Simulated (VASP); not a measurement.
# O in VASP: further runs

O is run at these levels: PBE+D3(BJ); tasks: single point.

All numbers are computed with VASP 6.6.1; they aren't measurements. Logs are shortened: lines on timing, memory, paths and dates and some standing lists are left out, and cuts for length are marked.

## (1) The cell of the first run

The cell holds a disordered packing, 20 atoms: a = 8.026 Å, b = 8.026 Å, c = 8.026 Å, α = 90.00°, β = 90.00°, γ = 90.00°.

## (2) Single point, PBE+D3(BJ), collinear spin, ferromagnetic start

Contents of INCAR:

```
PREC = Accurate
ENCUT = 520
EDIFF = 1E-6
ISMEAR = -1
SIGMA = 0.02
LREAL = Auto
LASPH = T
NELM = 150
ALGO = Normal
ISIF = 2
LWAVE = F
LCHARG = F
ISPIN = 2
MAGMOM = 1 1 1 1 1 1 1 1 1 1 1 1 1 1 1 1 1 1 1 1
LORBIT = 11
GGA = PE
IVDW = 12
NBANDS = 80
```

Contents of KPOINTS:

```
Automatic mesh
0
Gamma
  1 1 1
```

Contents of POSCAR:

```
O
1.0
    8.0259570000      0.0000000000      0.0000000000
    0.0000000000      8.0259570000      0.0000000000
    0.0000000000      0.0000000000      8.0259570000
O
20
Direct
    0.6031554866      0.7777514881      0.8097102937
    0.7016733332      0.6938611807      0.7342924962
    0.9079789488      0.2388375617      0.5692779067
    0.7980730522      0.3146042273      0.4903589690
    0.0927989024      0.6568562478      0.7108809579
    0.0989913103      0.6666370129      0.8630746464
    0.6733278038      0.3894364248     -0.0540122505
    0.7112672046      0.3997280324      0.0912165365
    0.2741106138      0.4706728431      0.2070781092
    0.3641808696      0.5034415211      0.3257804646
    0.0071517951      0.2369063278      1.0468658130
   -0.0327935971      0.1726647676      0.9080537062
    0.3094459639     -0.0201471301      1.0144210840
    0.3484195093      0.0136432328      0.8735780668
    0.9961678090      0.7526579073      0.2870561106
    0.9032941492      0.7376815002      0.1715434060
    0.6089741074      0.8916818269      0.2407064977
    0.6137585836      1.0396392605      0.2653764529
    0.1920144850      0.9885923884      0.5097211460
    0.3067796152      1.0821388652      0.5255946425
```

Potentials or basis: VASP PAW PBE potentials, release 64 (O).

Launch:

```sh
> cat potpaw_PBE.64/O/POTCAR > POTCAR
> mpirun -np 1 vasp_gam > vasp.out
```

OUTCAR:

```text
PREC = Accurate
   ENCUT = 520
   EDIFF = 1E-6
   ISMEAR = -1
   LREAL = Auto
   LASPH = T
   NELM = 150
   ISIF = 2
   ISPIN = 2
   LORBIT = 11
   GGA = PE
   IVDW = 12
 IVDW          = 12

 ion  position               nearest neighbor table
   1  0.603  0.778  0.810-   2 1.20
   2  0.702  0.694  0.734-   1 1.20
   3  0.908  0.239  0.569-   4 1.24
   4  0.798  0.315  0.490-   3 1.24
   5  0.093  0.657  0.711-   6 1.23
   6  0.099  0.667  0.863-   5 1.23
[... 12 lines left out ...]
  19  0.192  0.989  0.510-  20 1.20
  20  0.307  0.082  0.526-  19 1.20

  LATTYP: Found a simple cubic cell.
 ALAT       =     8.0259570000

  Lattice vectors:

 A1 = (   8.0259570000,   0.0000000000,   0.0000000000)
 A2 = (   0.0000000000,   8.0259570000,   0.0000000000)
 A3 = (   0.0000000000,   0.0000000000,   8.0259570000)

Analysis of symmetry for initial positions (statically):
=====================================================================
 Subroutine PRICEL returns:
 Original cell was already a primitive cell.

 Routine SETGRP: Setting up the symmetry group for a
 simple cubic supercell.

 Subroutine GETGRP returns: Found  1 space group operations
 (whereof  1 operations were pure point group operations)
 out of a pool of 48 trial point group operations.

The static configuration has the point symmetry C_1 .

Analysis of symmetry for dynamics (positions and initial velocities):
=====================================================================
 Subroutine PRICEL returns:
 Original cell was already a primitive cell.

 Routine SETGRP: Setting up the symmetry group for a
 simple cubic supercell.

 Subroutine GETGRP returns: Found  1 space group operations
 (whereof  1 operations were pure point group operations)
 out of a pool of 48 trial point group operations.

The dynamic configuration has the point symmetry C_1 .

Analysis of structural, dynamic, and magnetic symmetry:
=====================================================================
 Subroutine PRICEL returns:
 Original cell was already a primitive cell.

 Routine SETGRP: Setting up the symmetry group for a
 simple cubic supercell.

 Subroutine GETGRP returns: Found  1 space group operations
 (whereof  1 operations were pure point group operations)
 out of a pool of 48 trial point group operations.

The overall configuration has the point symmetry C_1 .

 Subroutine INISYM returns: Found  1 space group operations
 (whereof  1 operations are pure point group operations),
 and found     1 'primitive' translations

----------------------------------------------------------------------------------------

                                     Primitive cell

  volume of cell :     516.9999

  direct lattice vectors                    reciprocal lattice vectors
     8.025957000  0.000000000  0.000000000     0.124595734  0.000000000  0.000000000
     0.000000000  8.025957000  0.000000000     0.000000000  0.124595734  0.000000000
     0.000000000  0.000000000  8.025957000     0.000000000  0.000000000  0.124595734

  length of vectors
     8.025957000  8.025957000  8.025957000     0.124595734  0.124595734  0.124595734

  position of ions in fractional coordinates (direct lattice)
     0.603155487  0.777751488  0.809710294
     0.701673333  0.693861181  0.734292496
     0.907978949  0.238837562  0.569277907
     0.798073052  0.314604227  0.490358969
     0.092798902  0.656856248  0.710880958
     0.098991310  0.666637013  0.863074646
[... 12 lines left out ...]
     0.192014485  0.988592388  0.509721146
     0.306779615  0.082138865  0.525594643

  ion indices of the primitive-cell ions
   primitive index   ion index
                 1           1
                 2           2
                 3           3
                 4           4
                 5           5
                 6           6
[... 12 lines left out ...]
                19          19
                20          20

----------------------------------------------------------------------------------------

 KPOINTS: Automatic mesh

Automatic generation of k-mesh.
 Grid dimensions read from file:
 generate k-points for:    1    1    1

 Generating k-lattice:

  Cartesian coordinates                     Fractional coordinates (reciprocal lattice)
     0.124595734  0.000000000  0.000000000     1.000000000  0.000000000  0.000000000
     0.000000000  0.124595734  0.000000000     0.000000000  1.000000000  0.000000000
     0.000000000  0.000000000  0.124595734     0.000000000  0.000000000  1.000000000

  Length of vectors
     0.124595734  0.124595734  0.124595734

  Shift w.r.t. Gamma in fractional coordinates (k-lattice)
     0.000000000  0.000000000  0.000000000

 Subroutine IBZKPT returns following result:
 ===========================================

 Found      1 irreducible k-points:

 Following reciprocal coordinates:
            Coordinates               Weight
  0.000000  0.000000  0.000000      1.000000
   k-points           NKPTS =      1   k-points in BZ     NKDIM =      1   number of bands    NBANDS=     80
   number of dos      NEDOS =    301   number of ions     NIONS =     20
   total plane-waves  NPLWV = 216000
   dimension x,y,z NGX =    60 NGY =   60 NGZ =   60
   dimension x,y,z NGXF=   120 NGYF=  120 NGZF=  120
   ions per type =              20
   NGX,Y,Z   is equivalent  to a cutoff of  12.43, 12.43, 12.43 a.u.
   NGXF,Y,Z  is equivalent  to a cutoff of  24.86, 24.86, 24.86 a.u.
 SYSTEM =  unknown system
   PREC   = accura    normal or accurate (medium, high low for compatibility)
   ISTART =      0    job   : 0-new  1-cont  2-samecut
   ICHARG =      2    charge: 1-file 2-atom 10-const
   ISPIN  =      2    spin polarized calculation?
   LNONCOLLINEAR =      F non collinear calculations
   LSORBIT =      F    spin-orbit coupling
   LASPH  =      T    aspherical Exc in radial PAW
   ENCUT  =  520.0 eV  38.22 Ry    6.18 a.u.  14.92 14.92 14.92*2*pi/ulx,y,z
   NELM   =    150;   NELMIN=  2; NELMDL= -5     # of ELM steps
   EDIFF  = 0.1E-05   stopping-criterion for ELM
   LREAL  =      T    real-space projection
   EDIFFG = 0.1E-04   stopping-criterion for IOM
   NSW    =      0    number of steps for IOM
   IBRION =     -1    ionic relax: 0-MD 1-quasi-New 2-CG
   NFREE  =      0    steps in history (QN), initial steepest desc. (CG)
   ISIF   =      2    stress and relaxation
   ISYM   =      2    0-nonsym 1-usesym 2-fastsym
   POTIM  = 0.5000    time-step for ionic-motion
   TEBEG  =    0.0;   TEEND  =   0.0 temperature during run
   PSTRESS=    0.0 pullay stress
   NELECT =     120.0000    total number of electrons
   NUPDOWN=      -1.0000    fix difference up-down
   EMIN   =  10.00;   EMAX   =-10.00  energy-range for DOS
   EFERMI =   0.00;   METHOD = LEGACY
   ISMEAR =    -1;   SIGMA  =   0.02  broadening in eV -4-tet -1-fermi 0-gaus
   EFERMI_NEDOS =   21; number of points for ismear=-14 and -15
   IALGO  =     38    algorithm
   IMIX   =      4    mixing-type and parameters
     AMIX     =   0.40;   BMIX     =  1.00
     AMIX_MAG =   1.60;   BMIX_MAG =  1.00
  volume/ion in A,a.u.               =      25.85       174.44
  Fermi-wavevector in a.u.,A,eV,Ry     =   1.006094  1.901241 13.772150  1.012224
  Thomas-Fermi vector in A             =   2.138814
   LORBIT       =     11    0 simple, 1 ext, 2 COOP (PROOUT), +10 PAW based schemes
   GGA     = PE    functional components
   LHFCALC =     F    Hartree Fock is set to
   AEXX    =    0.0000 exact exchange contribution
   IVDW    =    12    specifies the selected vdW correction
   LEPSILON=     F    determine dielectric tensor
   LRPA    =     F    only Hartree local field effects (RPA)
 spin polarized calculation
  energy-cutoff  :      520.00
  volume of cell :      517.00
 maximum number of plane-waves:      6975
 NGX is ok and might be reduce to    60
   NGX = 29   NGY = 29   NGZ = 29

 number of electron     119.9999990 magnetization      19.9999993

 Free energy of the ion-electron system (eV)
  ---------------------------------------------------
  ext. energy  EPLUGINS =         0.00000000
  ---------------------------------------------------
  free energy    TOTEN  =       -98.48930602 eV

  energy without entropy =      -98.48930602  energy(sigma->0) =      -98.48930602

 E-fermi :  -3.1724     XC(G=0):  -5.7821

 val. band max:       -3.6812476308   @ k =   0.0000   0.0000   0.0000
 cond. band min:      -2.4294147793   @ k =   0.0000   0.0000   0.0000
 fundamental gap:      1.2518328515
 Fermi energy:        -3.1723985596

 spin component 1

 k-point     1 :       0.0000    0.0000    0.0000
  band No.  band energies     occupation
      1     -30.5243      1.00000
      2     -30.5162      1.00000
      3     -30.4494      1.00000
      4     -30.4111      1.00000
      5     -30.3652      1.00000
      6     -30.3066      1.00000
[... 64 lines left out ...]
     71       1.9745      0.00000
     72       3.1456      0.00000
 Fermi energy:        -3.1723985596

 spin component 2

 k-point     1 :       0.0000    0.0000    0.0000
  band No.  band energies     occupation
      1     -29.3365      1.00000
      2     -29.3276      1.00000
      3     -29.2572      1.00000
      4     -29.2191      1.00000
      5     -29.1695      1.00000
      6     -29.1110      1.00000
[... 64 lines left out ...]
     71       2.2714      0.00000
     72       3.6482      0.00000
 [bands above 72 left out]

------------------------ aborting loop because EDIFF is reached ----------------------------------------

 Edisp (eV)   -0.55573

 E8    (eV) :    -0.1258

  FORCE on cell =-STRESS in cart. coord.  units (eV):
  Direction    XX          YY          ZZ          XY          YZ          ZX
  --------------------------------------------------------------------------------------
  -------------------------------------------------------------------------------------
  Total       5.57212     4.42600     6.36961     0.49189     0.91410     0.30251
  in kB      17.26795    13.71612    19.73936     1.52437     2.83280     0.93747
  external pressure =       16.91 kB  Pullay stress =        0.00 kB

 VOLUME and BASIS-vectors are now :
 -----------------------------------------------------------------------------
  energy-cutoff  :      520.00
  volume of cell :      517.00
      direct lattice vectors                 reciprocal lattice vectors
     8.025957000  0.000000000  0.000000000     0.124595734  0.000000000  0.000000000
     0.000000000  8.025957000  0.000000000     0.000000000  0.124595734  0.000000000
     0.000000000  0.000000000  8.025957000     0.000000000  0.000000000  0.124595734

 POSITION                                       TOTAL-FORCE (eV/Angst)
 -----------------------------------------------------------------------------------
      4.84090      6.24220      6.49870        -1.594509      1.350601      1.241302
      5.63160      5.56890      5.89340         1.658647     -1.361339     -1.308891
      7.28740      1.91690      4.56900        -0.580257      0.410479     -0.485451
      6.40530      2.52500      3.93560         0.537585     -0.346703      0.399320
      0.74480      5.27190      5.70550        -0.004900     -0.068408     -0.627012
      0.79450      5.35040      6.92700         0.043390      0.020939      0.563699
[... 12 lines left out ...]
      1.54110      7.93440      4.09100        -2.409399     -1.984947     -0.343768
      2.46220      0.65924      4.21840         2.434815      2.011919      0.261368
 -----------------------------------------------------------------------------------
    total drift:                               -0.010804      0.004903     -0.001649

  FREE ENERGIE OF THE ION-ELECTRON SYSTEM (eV)
  ---------------------------------------------------
  free  energy   TOTEN  =       -99.0450319098 eV

  energy  without entropy=      -99.0450319098  energy(sigma->0) =      -99.04503191

 total charge

# of ion       s       p       d       tot
------------------------------------------
    1        1.612   3.325   0.000   4.937
    2        1.612   3.323   0.000   4.935
    3        1.612   3.261   0.000   4.873
    4        1.611   3.258   0.000   4.870
    5        1.612   3.287   0.000   4.898
    6        1.612   3.290   0.000   4.901
[... 12 lines left out ...]
   19        1.613   3.334   0.000   4.947
   20        1.613   3.335   0.000   4.948
--------------------------------------------------
tot         32.245  66.033   0.000  98.278

 magnetization (x)

# of ion       s       p       d       tot
------------------------------------------
    1        0.010   0.793   0.000   0.803
    2        0.010   0.799   0.000   0.809
    3        0.011   0.802   0.000   0.812
    4        0.010   0.805   0.000   0.816
    5        0.010   0.803   0.000   0.814
    6        0.011   0.797   0.000   0.808
[... 12 lines left out ...]
   19        0.010   0.795   0.000   0.806
   20        0.010   0.794   0.000   0.804
--------------------------------------------------
tot          0.209  15.972   0.000  16.181
```

It took 2.3 min on 1 thread of Intel Xeon Platinum 8259CL at 2.50GHz (Skylake/Cascade Lake), shared host; peak memory 0.59 GiB.

What came out:

```
Free energy                                           : -99.0450 eV
Pressure                                              : 1.7 GPa
Largest force                                         : 3.169 eV/Å
Net moment                                            : 20.00 μB per cell
Site moments                                          : O +0.80, +0.81, +0.82 (each value once) μB
Valence electrons inside the program's atomic spheres : O 4.94, 4.93, 4.87, 4.90, 4.84, 4.95 (each value once)
Dispersion energy per atom                            : -0.028 eV
```

Forces on the atoms (eV/Å):
```
O   -1.595  1.351  1.241
O    1.659 -1.361 -1.309
O   -0.580  0.410 -0.485
O    0.538 -0.347  0.399
O   -0.005 -0.068 -0.627
O    0.043  0.021  0.564
O   -0.614 -0.114 -1.923
O    0.300  0.229  2.000
O   -0.357 -0.148 -0.497
O    0.377  0.147  0.510
O   -0.393 -1.010 -1.996
O    0.660  0.821  2.053
O   -0.627 -0.535  2.214
O    0.567  0.582 -2.112
O    1.939  0.305  2.429
O   -1.804 -0.377 -2.433
O   -0.224 -2.231 -0.311
O    0.090  2.298  0.366
O   -2.409 -1.985 -0.344
O    2.435  2.012  0.261
```

Stress tensor (GPa, compression positive):
```
1.73 0.15 0.09
0.15 1.37 0.28
0.09 0.28 1.97
```

Caveat: the k points lie up to 0.78 Å⁻¹ apart; the standard files for N, O and F lose accuracy on very short bonds; the atoms stand as in a frame of molecular dynamics.

## (3) Single point, PBE+D3(BJ), collinear spin, ferromagnetic start

Contents of INCAR:

```
SYSTEM = O
PREC = Accurate
ENCUT = 520
EDIFF = 1E-6
ISMEAR = -1
SIGMA = 0.02
LREAL = Auto
LASPH = .True.
NELM = 150
ALGO = Normal
ISIF = 2
LWAVE = .False.
LCHARG = .True.
ISPIN = 2
MAGMOM = 1 1 1 1 1 1 1 1 1 1 1 1 1 1 1 1 1 1 1 1
LORBIT = 11
GGA = PE
IVDW = 12
LELF = .True.
LVHAR = .True.
NBANDS = 80
```

Contents of KPOINTS:

```
regular mesh
0
Gamma
  1 1 1
  0 0 0
```

Contents of POSCAR:

```
O
1.0
    8.0259570000      0.0000000000      0.0000000000
    0.0000000000      8.0259570000      0.0000000000
    0.0000000000      0.0000000000      8.0259570000
O
20
Direct
    0.6573297116      0.7983471628      0.7901736827
    0.7417308615      0.6784736076      0.7436122571
    0.8563589364      0.2490793310      0.5556097547
    0.7560219921      0.3191768907      0.4712210644
    0.1568784881      0.6510874653      0.7163880893
    0.0867061710      0.6294327268      0.8485343243
    0.6679203489      0.4106550783     -0.0405434517
    0.7063705923      0.4662995329      0.0969853190
    0.2668342230      0.4354122505      0.2109530365
    0.3827580935      0.4931748326      0.2888502891
    0.0329804907      0.2315860900      1.0141594329
   -0.0651012708      0.1371674431      0.9606954037
    0.2537890497     -0.0599554670      1.0163896966
    0.3525062494      0.0036381954      0.9173360884
    1.0089014930      0.7871210872      0.3027053347
    0.9339322401      0.7973379374      0.1677806148
    0.5595096012      0.8765808239      0.1958520336
    0.5907831303      0.9989712130      0.2834552939
    0.2061062625      1.0045032636      0.5363472543
    0.3264906602      1.0992084807      0.5140944563
```

Potentials or basis: VASP PAW PBE potentials, release 64 (O).

Launch:

```sh
> cat potpaw_PBE.64/O/POTCAR > POTCAR
> mpirun -np 1 vasp_gam > vasp.out
```

It took 2.5 min on 1 thread of Intel Xeon Platinum 8259CL at 2.50GHz (Skylake/Cascade Lake), shared host; peak memory 0.6 GiB.

The run converged. Its results:

```yaml
Free_energy: -99.1508 eV
Pressure: 1.2 GPa
Largest_force: 5.352 eV/Å
Net_moment: 20.00 μB per cell
Site_moments: O +0.81, +0.80, +0.82 (each value once) μB
Valence_electrons_inside_the_program's_atomic_spheres: O 4.88, 4.89, 4.95, 4.92, 4.99, 4.98, 4.87 (each value once)
Dispersion_energy_per_atom: -0.028 eV
```

Forces in eV/Å, atoms in the order of the input:
```
O    0.050 -0.067 -0.041
O   -0.085  0.176 -0.085
O    2.270 -1.583  1.907
O   -2.265  1.591 -1.895
O    0.716  0.202 -1.354
O   -0.651 -0.273  1.346
O   -0.128 -0.153 -0.144
O    0.091  0.080  0.196
O   -1.196 -0.585 -0.787
O    1.168  0.611  0.847
O    3.522  3.467  1.927
O   -3.586 -3.451 -1.968
O    0.060 -0.003 -0.065
O   -0.033  0.025 -0.007
O   -0.293  0.001 -0.507
O    0.276 -0.055  0.536
O    0.067 -0.003  0.104
O    0.057 -0.043 -0.066
O    0.491  0.410 -0.068
O   -0.531 -0.346  0.124
```

Stress tensor (GPa, compression positive):
```
1.78 0.49 0.93
0.49 0.96 0.18
0.93 0.18 1.00
```

Levels at points of the mesh, in eV from the Fermi level:
Spin up:
```tsv
k point	band 67	band 68	band 69	band 70	band 71	band 72	band 73	band 74
(0.00, 0.00, 0.00)	-0.71	-0.69	-0.53	-0.50	5.14	6.44	6.62	6.75
```
Spin down:
```csv
k point,band 47,band 48,band 49,band 50,band 51,band 52,band 53,band 54
"(0.00, 0.00, 0.00)",-5.32,-5.23,-5.22,-5.14,0.96,1.01,1.02,1.10
```

Caveat: the k points lie up to 0.78 Å⁻¹ apart; the standard files for N, O and F lose accuracy on very short bonds; the atoms stand as in a frame of molecular dynamics.
